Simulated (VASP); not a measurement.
Write the native input for VASP 6.6.1 that does the following.

```yaml
Task: single point
Functional: r2SCAN
Potentials_or_basis: VASP PAW PBE potentials, release 64 (Ta_pv, N)
Cutoff: 660 eV
k_mesh: 13 × 13 × 12
Occupations: methfessel-paxton, width 0.25 eV
Spin: no spin polarisation
Dipole_correction: no
Further_INCAR_settings: ALGO = Normal; EDIFF = 1e-06; NBANDS = 15
```

The system is TaN.

```
Ta N
1.0
     2.93800    0.00000    0.00000
    -1.46900    2.54438    0.00000
     0.00000    0.00000    2.88300
Ta N
1 1
Direct
  0.00000 0.00000 0.50000
  0.66667 0.33333 0.00000
```

The input as run:

POSCAR

```
TaN
1.0
    2.9380000000      0.0000000000      0.0000000000
   -1.4690000000      2.5443826363      0.0000000000
    0.0000000000      0.0000000000      2.8830000000
Ta N
1 1
Direct
    0.0000000000      0.0000000000      0.5000000000
    0.6666666667      0.3333333333      0.0000000000
```

INCAR.step1

```
SYSTEM = TaN
PREC = Accurate
ENCUT = 660
ISMEAR = 1
SIGMA = 0.25
LREAL = .False.
LASPH = .True.
NELM = 120
NBANDS = 15
GGA = PE
ALGO = Normal
EDIFF = 1E-5
LWAVE = .True.
LCHARG = .False.
GGA_COMPAT = .False.
```

INCAR.step2

```
SYSTEM = TaN
PREC = Accurate
ENCUT = 660
EDIFF = 1E-6
ISMEAR = 1
SIGMA = 0.25
LREAL = .False.
LASPH = .True.
NELM = 120
ALGO = Normal
ISIF = 2
LWAVE = .False.
LCHARG = .False.
METAGGA = R2SCAN
LMIXTAU = .True.
NBANDS = 15
ISTART = 1
GGA_COMPAT = .False.
```

KPOINTS

```
Automatic mesh
0
Gamma
  13 13 12
  0 0 0
```

Potentials or basis: VASP PAW PBE potentials, release 64 (Ta_pv, N).

The run is started by

```sh
$ cat potpaw_PBE.64/Ta_pv/POTCAR potpaw_PBE.64/N/POTCAR > POTCAR
$ cp INCAR.step1 INCAR
$ mpirun -np 1 vasp_std > vasp.out
$ cp INCAR.step2 INCAR
$ mpirun -np 1 vasp_std > vasp.out
```

It gave:

```yaml
Pressure: 1.4 GPa
Band_gap_on_the_k_mesh: zero (bands 8 and 9 overlap by 0.36 eV)
```

Caveat: the PAW data sets were made with another functional, which shifts forces and pressure a little; spin-orbit coupling is left out, which moves the levels of the heavy elements.

Wall time 93 s on 1 thread of Intel(R) Xeon(R) 6975P-C (Granite Rapids), with other jobs on the host, peak memory 0.21 GiB.
